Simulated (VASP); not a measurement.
TiO2: single point with LDA

**Measured values to compare with.**

“Shallow Valence Band of Rutile GeO2 and P-type Doping”, 2020, arxiv:2011.08928 quotes, for a bulk crystal of TiO2 at 1.6 K: band gap 3.03 eV (direct).

The system is TiO2.

```
Ti O
1.0
     4.54912    0.00000    0.00000
     0.00000    4.54912    0.00000
     0.00000    0.00000    2.91749
Ti O
2 4
Direct
  0.00000 0.00000 0.00000
  0.50000 0.50000 0.50000
  0.30395 0.30395 0.00000
  0.19605 0.80395 0.50000
  0.69605 0.69605 0.00000
  0.80395 0.19605 0.50000
```

* Program: VASP 6.6.1
* Task: single point
* Functional: LDA
* Potentials or basis: VASP PAW LDA potentials, release 64 (Ti_sv, O)
* Cutoff: 520 eV
* k mesh: 6 × 6 × 10
* Occupations: gaussian, width 0.02 eV
* Spin: no spin polarisation

The pressure is 1.1 GPa and the largest force is 0.032 eV/Å. The band gap on the k mesh is 1.83 eV, direct.

Forces in eV/Å, atoms in the order of the input:
```
Ti   0.000  0.000  0.000
Ti   0.000  0.000  0.000
O   -0.023 -0.023  0.000
O    0.023 -0.023  0.000
O    0.023  0.023  0.000
O   -0.023  0.023  0.000
```

Stress tensor (GPa, compression positive):
```
0.96 0.00 0.00
0.00 0.96 0.00
0.00 0.00 1.43
```

Levels at points of the mesh, in eV from the valence-band top:
| k point | band 20 | band 21 | band 22 | band 23 | band 24 | band 25 | band 26 | band 27 | band 28 | band 29 |
| --- | --- | --- | --- | --- | --- | --- | --- | --- | --- | --- |
| (0.00, 0.00, 0.00) | -2.01 | -0.69 | -0.47 | -0.47 | 0.00 | 1.83 | 2.11 | 2.42 | 2.53 | 2.53 |
| (0.50, 0.00, 0.00) | -3.17 | -1.69 | -1.69 | -0.79 | -0.79 | 2.54 | 2.54 | 3.11 | 3.11 | 3.67 |
| (0.50, 0.50, 0.00) | -2.36 | -1.31 | -1.31 | -1.11 | -1.11 | 1.87 | 1.87 | 2.56 | 2.56 | 3.98 |
| (0.00, 0.00, 0.50) | -2.85 | -2.58 | -2.58 | -1.47 | -1.47 | 3.05 | 3.05 | 3.29 | 3.29 | 3.77 |
| (0.50, 0.00, 0.50) | -2.45 | -2.15 | -2.15 | -1.11 | -1.11 | 1.87 | 1.87 | 3.31 | 3.31 | 4.04 |
| (0.50, 0.50, 0.50) | -2.82 | -1.39 | -1.39 | -0.68 | -0.68 | 2.62 | 2.62 | 3.25 | 3.25 | 3.34 |

Wall time 86 s on 1 thread of Intel(R) Xeon(R) Platinum 8375C CPU @ 2.90GHz (Ice Lake) (shared host), peak memory 0.21 GiB.

Against the measured gap of TiO2, 3.03 eV (direct; 1.6 K; quoted in “Shallow Valence Band of Rutile GeO2 and P-type Doping”, 2020, arxiv:2011.08928), the calculated 1.83 eV is off by -1.20 eV. 2 values of this kind are on record in papers (3.03 to 3.05 eV); this one was drawn at random among those near their median. The value is that of LDA on a finite k mesh, which can miss the band edges, without temperature or zero-point motion. Semilocal functionals fall short of measured gaps as a rule.
